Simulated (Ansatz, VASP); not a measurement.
Au: VASP beside Ansatz

```
Au
1.0
     0.00000    2.03912    2.03912
     2.03912    0.00000    2.03912
     2.03912    2.03912    0.00000
Au
1
Direct
  0.00000 0.00000 0.00000
```

Alike in both runs: task relaxation of cell and atoms; functional BLYP; k mesh 13 × 13 × 13; occupations fermi-dirac, width 0.1 eV; no spin polarisation.

|  | VASP | Ansatz |
| --- | --- | --- |
| version | VASP 6.6.1 | Ansatz 0.2.0 |
| potentials or method | VASP PAW PBE potentials, release 64 (Au), cutoff 600 eV | plane waves (420 eV) with PAW, scalar-relativistic |
| valence electrons in the cell | 11 | 19 |

|  | VASP | Ansatz | Ansatz less VASP |
| --- | --- | --- | --- |
| relaxed volume (Å³/atom) | 19.53 | 19.46 | -0.072 |
| relaxed cell length with the largest relative difference (Å) | 3.023 | 3.019 | -0.0037 |

VASP's potentials were made for PBE, not for BLYP. VASP's potentials hold 11 valence electrons a cell and Ansatz's 19, so a difference there can come from the potentials and not from the codes.

Spin-orbit coupling is off throughout. Noted on VASP's run: the volume moved by over 15 % at a fixed basis, so the end points are rough.
